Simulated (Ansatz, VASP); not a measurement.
**One calculation of CdTe, two programs**

Contents of INCAR:

```
PREC = Accurate
ENCUT = 520
EDIFF = 1E-6
ISMEAR = -1
SIGMA = 0.05
LREAL = F
LASPH = T
NELM = 60
ALGO = Normal
ISIF = 2
LWAVE = F
LCHARG = T
GGA = PS
LELF = T
LVHAR = T
NBANDS = 16
```

KPOINTS

```
regular mesh
0
Gamma
  12 12 12
```

File POSCAR:

```
CdTe
1.0
    0.0000000000      3.1788382311      3.1788382311
    3.1788382311      0.0000000000      3.1788382311
    3.1788382311      3.1788382311      0.0000000000
Cd Te
1 1
Direct
    0.0000000000      0.0000000000      0.0000000000
    0.2500000000      0.2500000000      0.2500000000
```

Input for Ansatz:

```yaml
crystal:
  lattice:
    - [0.0, 3.1788382311, 3.1788382311]
    - [3.1788382311, 0.0, 3.1788382311]
    - [3.1788382311, 3.1788382311, 0.0]
  atoms:
    - { symbol: Cd, position: [0.0, 0.0, 0.0] }
    - { symbol: Te, position: [0.25, 0.25, 0.25] }
kpoints:
  mp_grid: { grid: [12, 12, 12] }
scf:
  occupations: { method: fermi_dirac, width: 0.05 }
hamiltonian:
  xc: pbesol
  pseudopotentials: { kind: paw }
output:
  forces: true
  stress: true
  eigenvalues: true
  populations: true
```

Change from the starting cell: volume scaled by 0.94, PAW files.

Alike in both runs: task single point; functional PBEsol; k mesh 12 × 12 × 12; occupations fermi-dirac, width 0.05 eV; no spin polarisation.

|  | VASP | Ansatz |
| --- | --- | --- |
| version | VASP 6.6.1 | Ansatz 0.2.0 |
| potentials or method | VASP PAW PBE potentials, release 64 (Cd, Te) | PAW with Ansatz's default frozen-core files, scalar-relativistic |
| plane-wave cutoff (eV) | 520 | 420 |
| valence electrons in the cell | 18 | 36 |

VASP gave:

| Item | Value |
| --- | --- |
| pressure (GPa) | 3.1 |

Problem. Which values does Ansatz return?

Solution. Pressure (GPa): 2.9.

VASP's potentials were made for PBE, not for PBEsol. With one functional, cell and mesh, what is left measures potentials, basis and numerics. VASP's potentials hold 18 valence electrons a cell and Ansatz's 36, so a difference there can come from the potentials and not from the codes.

Spin-orbit coupling is off throughout.
